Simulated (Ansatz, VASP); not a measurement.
Given: the input of a run of VASP 6.6.1 on Bi2Se3.

File INCAR:

```
SYSTEM = Bi2Se3
  ALGO = Normal
  EDIFF = 1E-6
  ENCUT = 520
  ISIF = 2
  ISMEAR = -1
  LASPH = .TRUE.
  LCHARG = .TRUE.
  LELF = .TRUE.
  LREAL = .FALSE.
  LVHAR = .TRUE.
  LWAVE = .FALSE.
  NBANDS = 32
  NELM = 80
  PREC = Accurate
  SIGMA = 0.05
```

The input KPOINTS:

```
k-points
0
G
  8 8 8
  0 0 0
```

Contents of POSCAR:

```
Bi2Se3
1.0
    2.0852189429      1.2039017179      9.6085493036
   -2.0852189429      1.2039017179      9.6085493036
    0.0000000000     -2.4078034360      9.6085493036
Bi Se
2 3
Direct
    0.5992000000      0.5992000000      0.5992000000
    0.4008000000      0.4008000000      0.4008000000
    0.7883000000      0.7883000000      0.7883000000
    0.2117000000      0.2117000000      0.2117000000
    0.0000000000      0.0000000000      0.0000000000
```

Potentials or basis: VASP PAW LDA potentials, release 64 (Bi_d, Se).

The run is started by

```sh
$ cat potpaw_LDA.64/Bi_d/POTCAR potpaw_LDA.64/Se/POTCAR > POTCAR
$ mpirun -np 1 vasp_std > vasp.out
```

Question: Translate it to Ansatz 0.2.0. Potentials there: Ansatz PAW.

Answer: As run (the cutoff follows the program's own potentials):

Contents of input.yaml:

```yaml
crystal:
  lattice:
    - [2.0852189429, 1.2039017179, 9.6085493036]
    - [-2.0852189429, 1.2039017179, 9.6085493036]
    - [0.0, -2.407803436, 9.6085493036]
  atoms:
    - { symbol: Bi, position: [0.5992, 0.5992, 0.5992] }
    - { symbol: Bi, position: [0.4008, 0.4008, 0.4008] }
    - { symbol: Se, position: [0.7883, 0.7883, 0.7883] }
    - { symbol: Se, position: [0.2117, 0.2117, 0.2117] }
    - { symbol: Se, position: [0.0, 0.0, 0.0] }
hamiltonian:
  xc: lda
  pseudopotentials: { kind: paw }
kpoints:
  mp_grid: { grid: [8, 8, 8] }
scf:
  occupations: { method: fermi_dirac, width: 0.05 }
output:
  forces: true
  stress: true
  eigenvalues: true
```

Potentials or basis: Ansatz PAW.

Run with:

```console
$ ansatz run input.yaml --threads 2 --pin off --max-ram 5120MiB --backend cpu --events-out ev --progress --plain --runs-dir out
```

Both were run:

|  | VASP | Ansatz | Ansatz less VASP |
| --- | --- | --- | --- |
| gap on the k mesh at the Fermi level (eV) | 0.10 | 0.11 | +0.005 |
| least direct gap on the mesh (eV) | 0.10 | 0.11 | +0.005 |
| pressure (GPa) | -2.8 | -2.9 | -0.14 |
| traceless stress, the component that is largest in VASP (GPa) | -0.06 | -0.06 | +0.004 |
| rms of the force components (eV/Å) | 0.055 | 0.062 | +0.0069 |

LDA's correlation is that of Perdew and Zunger in VASP and of Perdew and Wang (1992) in Ansatz. Atom by atom the forces differ by 0.012 eV/Å (rms over components). VASP's potentials hold 48 valence electrons a cell and Ansatz's 78, so a difference there can come from the potentials and not from the codes.

Neither program's run includes spin-orbit coupling.
